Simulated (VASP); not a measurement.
# C in VASP: relaxation of cell and atoms with LDA

Aim: the relaxation of cell and atoms of C with LDA.

Everything below comes from runs of VASP 6.6.1. Logs are shortened: lines on timing, memory, paths and dates and some standing lists are left out, and cuts for length are marked.

## (1) The cell of the first run

The cell holds a slab with vacuum, 4 atoms: a = 2.456 Å, b = 2.456 Å, c = 24.134 Å, α = 90.00°, β = 90.00°, γ = 120.00°.

## (2) Relaxation of cell and atoms, LDA

Input file INCAR:

```
PREC = Accurate
ENCUT = 800
EDIFF = 1E-7
ISMEAR = 1
SIGMA = 0.1
LREAL = False
LASPH = True
NELM = 300
ALGO = All
ISIF = 3
LWAVE = False
LCHARG = False
GGA = CA
IBRION = 2
NSW = 80
EDIFFG = -0.01
GGA_COMPAT = False
NELMIN = 4
ISEARCH = 1
KPAR = 4
```

Input file KPOINTS:

```
Automatic mesh
0
Gamma
  9 9 1
```

Input file POSCAR:

```
C
1.0
    2.4562275100      0.0000000000      0.0000000000
   -1.2281137500      2.1271554200      0.0000000000
    0.0000000000      0.0000000000     24.1339601700
C
4
Direct
    0.0000000000      0.0000000000      0.5704687700
    0.0000000000      0.0000000000      0.4295312300
    0.3333333300      0.6666666700      0.4295245600
    0.6666666700      0.3333333300      0.5704754400
```

Potentials or basis: VASP PAW LDA potentials, release 64 (C).

The run is started by

```
$ cat potpaw_LDA.64/C/POTCAR > POTCAR
$ mpirun -np 4 vasp_std > vasp.out
```

OUTCAR:

```text
PREC = Accurate
   ENCUT = 800
   EDIFF = 1E-7
   ISMEAR = 1
   LREAL = False
   LASPH = True
   NELM = 300
   ISIF = 3
   GGA = CA
   IBRION = 2
   NSW = 80
   EDIFFG = -0.01
   NELMIN = 4

 ion  position               nearest neighbor table
   1  0.000  0.000  0.570-   4 1.42   4 1.42   4 1.42
   2  0.000  0.000  0.430-   3 1.42   3 1.42   3 1.42
   3  0.333  0.667  0.430-   2 1.42   2 1.42   2 1.42
   4  0.667  0.333  0.570-   1 1.42   1 1.42   1 1.42

  LATTYP: Found a hexagonal cell.
 ALAT       =     2.4562275100
 C/A-ratio  =     9.8256208237

  Lattice vectors:

 A1 = (   2.4562275100,   0.0000000000,   0.0000000000)
 A2 = (  -1.2281137500,   2.1271554200,   0.0000000000)
 A3 = (   0.0000000000,   0.0000000000,  24.1339601700)

Analysis of symmetry for initial positions (statically):
=====================================================================
 Subroutine PRICEL returns:
 Original cell was already a primitive cell.

 Routine SETGRP: Setting up the symmetry group for a
 hexagonal supercell.

 Subroutine GETGRP returns: Found 12 space group operations
 (whereof 12 operations were pure point group operations)
 out of a pool of 24 trial point group operations.

The static configuration has the point symmetry D_3d.

Analysis of symmetry for dynamics (positions and initial velocities):
=====================================================================
 Subroutine PRICEL returns:
 Original cell was already a primitive cell.

 Routine SETGRP: Setting up the symmetry group for a
 hexagonal supercell.

 Subroutine GETGRP returns: Found 12 space group operations
 (whereof 12 operations were pure point group operations)
 out of a pool of 24 trial point group operations.

The dynamic configuration has the point symmetry D_3d.

 Subroutine INISYM returns: Found 12 space group operations
 (whereof 12 operations are pure point group operations),
 and found     1 'primitive' translations

----------------------------------------------------------------------------------------

                                     Primitive cell

  volume of cell :     126.0946

  direct lattice vectors                    reciprocal lattice vectors
     2.456227510  0.000000000  0.000000000     0.407128410  0.235055696  0.000000000
    -1.228113750  2.127155420  0.000000000     0.000000000  0.470111394  0.000000000
     0.000000000  0.000000000 24.133960170     0.000000000  0.000000000  0.041435388

[... 80 lines left out ...]
   ISIF   =      3    stress and relaxation
   ISYM   =      2    0-nonsym 1-usesym 2-fastsym
   POTIM  = 0.5000    time-step for ionic-motion
   TEBEG  =    0.0;   TEEND  =   0.0 temperature during run
   PSTRESS=    0.0 pullay stress
   NELECT =      16.0000    total number of electrons
   NUPDOWN=      -1.0000    fix difference up-down
   EMIN   =  10.00;   EMAX   =-10.00  energy-range for DOS
   EFERMI =   0.00;   METHOD = LEGACY
   ISMEAR =     1;   SIGMA  =   0.10  broadening in eV -4-tet -1-fermi 0-gaus
   EFERMI_NEDOS =   21; number of points for ismear=-14 and -15
   IALGO  =     58    algorithm
   IMIX   =      4    mixing-type and parameters
     AMIX     =   0.40;   BMIX     =  1.00
     AMIX_MAG =   1.60;   BMIX_MAG =  1.00
  volume/ion in A,a.u.               =      31.52       212.73
  Fermi-wavevector in a.u.,A,eV,Ry     =   0.822652  1.554586  9.207823  0.676756
  Thomas-Fermi vector in A             =   1.934024
   LORBIT       =      0    0 simple, 1 ext, 2 COOP (PROOUT), +10 PAW based schemes
   GGA     = CA    functional components
   LHFCALC =     F    Hartree Fock is set to
   AEXX    =    0.0000 exact exchange contribution
   IVDW    =     0    specifies the selected vdW correction
   LEPSILON=     F    determine dielectric tensor
   LRPA    =     F    only Hartree local field effects (RPA)
 conjugate gradient relaxation of ions
 non-spin polarized calculation
 Methfessel and Paxton  Order N= 1 SIGMA  =   0.10
  energy-cutoff  :      800.00
  volume of cell :      126.09
 maximum number of plane-waves:      6518
 NGX is ok and might be reduce to    24
   NGX = 11   NGY = 11   NGZ =111

--------------------------------------- Ionic step        1  -------------------------------------------

 number of electron      15.9999998 magnetization

 Free energy of the ion-electron system (eV)
  ---------------------------------------------------
  ext. energy  EPLUGINS =         0.00000000
  ---------------------------------------------------
  free energy    TOTEN  =       -40.41922099 eV

  energy without entropy =      -40.41782898  energy(sigma->0) =      -40.41875699

------------------------ aborting loop because EDIFF is reached ----------------------------------------

  FORCE on cell =-STRESS in cart. coord.  units (eV):
  Direction    XX          YY          ZZ          XY          YZ          ZX
  --------------------------------------------------------------------------------------
  -------------------------------------------------------------------------------------
  Total       -1.1086636     -1.1086636     -0.1607782     -0.0000000      0.0000000      0.0000000
  in kB      -14.0868520    -14.0868519     -2.0428724     -0.0000000      0.0000000      0.0000000
  external PRESSURE =     -10.0721921 kB  Pullay stress =       0.0000000 kB
[... 95 lines left out ...]
  FREE ENERGIE OF THE ION-ELECTRON SYSTEM (eV)
  ---------------------------------------------------
  free  energy   TOTEN  =       -40.4237687975 eV

  energy  without entropy=      -40.4223767861  energy(sigma->0) =      -40.42330479

[... ionic steps 4 to 11 ...]

--------------------------------------- Ionic step       12  -------------------------------------------

 number of electron      15.9999999 magnetization

------------------------ aborting loop because EDIFF is reached ----------------------------------------
[... 71 lines left out ...]
--------------------------------------- Ionic step       14  -------------------------------------------

 number of electron      15.9999999 magnetization

 Free energy of the ion-electron system (eV)
  ---------------------------------------------------
  ext. energy  EPLUGINS =         0.00000000
  ---------------------------------------------------
  free energy    TOTEN  =       -40.42744215 eV

  energy without entropy =      -40.42604909  energy(sigma->0) =      -40.42697780

 E-fermi :  -1.8690     XC(G=0):  -3.4354

 val. band max:       -1.8690662464   @ k =   0.3333   0.3333   0.0000
 cond. band min:      -1.8690662208   @ k =   0.3333   0.3333   0.0000
 fundamental gap:      0.0000000256
 Fermi energy:        -1.8689715538

 k-point     1 :       0.0000    0.0000    0.0000
  band No.  band energies     occupation
      1     -21.4316      2.00000
      2     -21.2314      2.00000
      3     -10.2246      2.00000
      4      -9.0525      2.00000
      5      -4.8743      2.00000
      6      -4.8743      2.00000
      7      -4.8620      2.00000
      8      -4.8620      2.00000
      9       1.6329      0.00000
     10       2.1343      0.00000
     11       2.8180      0.00000
     12       3.5301      0.00000
[... 194 lines left out ...]
  FREE ENERGIE OF THE ION-ELECTRON SYSTEM (eV)
  ---------------------------------------------------
  free  energy   TOTEN  =       -40.4274421496 eV

  energy  without entropy=      -40.4260490921  energy(sigma->0) =      -40.42697780

 reached required accuracy - stopping structural energy minimisation
```

OSZICAR:

```text
N       E                     dE             d eps       ncg     rms           ort
DAV:   1     0.148605106200E+03    0.14861E+03   -0.80070E+03   144   0.146E+03
DAV:   2    -0.260328997941E+02   -0.17464E+03   -0.15716E+03   144   0.244E+02
DAV:   3    -0.428066835402E+02   -0.16774E+02   -0.16100E+02   144   0.920E+01
DAV:   4    -0.432856862033E+02   -0.47900E+00   -0.47680E+00   144   0.191E+01
[... 158 lines left out ...]
CGA:   3    -0.404274373413E+02   -0.20605E-04   -0.20605E-04   144   0.177E-04   0.113E-09
CGA:   4    -0.404274412845E+02   -0.39431E-05   -0.39433E-05   144   0.252E-05   0.116E-08
CGA:   5    -0.404274419263E+02   -0.64186E-06   -0.64197E-06   144   0.586E-06  -0.875E-09
CGA:   6    -0.404274421060E+02   -0.17970E-06   -0.17981E-06   144   0.142E-06  -0.488E-09
CGA:   7    -0.404274421496E+02   -0.43542E-07   -0.43640E-07   144   0.358E-07  -0.325E-10
  14 F= -.40427442E+02 E0= -.40426978E+02  d E =-.125919E-04
```

Wall time 69 s (4 MPI ranks of AMD EPYC 9R45 (Zen 5), shared host); peak memory 0.25 GiB.

What came out:

```yaml
Free_energy: -40.4274 eV
Relaxed_cell: a = 2.446 Å, b = 2.446 Å, c = 23.297 Å, α = 90.00°, β = 90.00°, γ = 120.00°
Space_group_after_relaxing_to_0.1_Å: P-3m1 (No. 164)
Energy_gained_by_relaxing: 2.1 meV/atom
Ionic_steps: 14
Largest_force_after_relaxing: 0.008 eV/Å
Band_gap_on_the_k_mesh: zero (filled and empty bands touch)
```

Forces in eV/Å, atoms in the order of the input:
```
C    0.000  0.000 -0.002
C    0.000  0.000  0.002
C    0.000  0.000 -0.008
C    0.000  0.000  0.008
```

Step by step:
| step | energy change (eV) | largest force (eV/Å) | pressure (GPa) | volume (Å³) |
| --- | --- | --- | --- | --- |
| 1 | 0.0000 | 0.0337 | -1.01 | 126.09 |
| 2 | 0.0208 | 0.0287 | 2.30 | 122.51 |
| 3 | -0.0045 | 0.0257 | -0.07 | 125.02 |
| 4 | -0.0045 | 0.0255 | -0.05 | 125.00 |
| 5 | -0.0049 | 0.0207 | -0.05 | 124.79 |
| 6 | -0.0057 | 0.0532 | -0.04 | 124.16 |
| 7 | -0.0065 | 0.1180 | -0.03 | 122.89 |
| 8 | -0.0066 | 0.1115 | -0.03 | 122.80 |
| 9 | -0.0070 | 0.0930 | -0.04 | 122.55 |
| 10 | -0.0077 | 0.0555 | -0.04 | 122.03 |
| 11 | -0.0082 | 0.0184 | -0.05 | 120.99 |
| 12 | -0.0082 | 0.0167 | -0.01 | 120.86 |
| 13 | -0.0082 | 0.0154 | 0.02 | 120.77 |
| 14 | -0.0082 | 0.0076 | 0.01 | 120.74 |

Final structure:
```
C
1.0
     2.44625    0.00000    0.00000
    -1.22313    2.11852    0.00000
     0.00000    0.00000   23.29704
C
4
Cartesian
  0.0000 0.0000 13.2749
  2.4463 0.0000 10.0221
  0.0000 1.4123 10.0210
  1.2231 0.7062 13.2761
```

Caveat: there is no dipole correction, which matters where the two faces differ; the relaxation moved the vacuum too, so the length across it says nothing of the material.
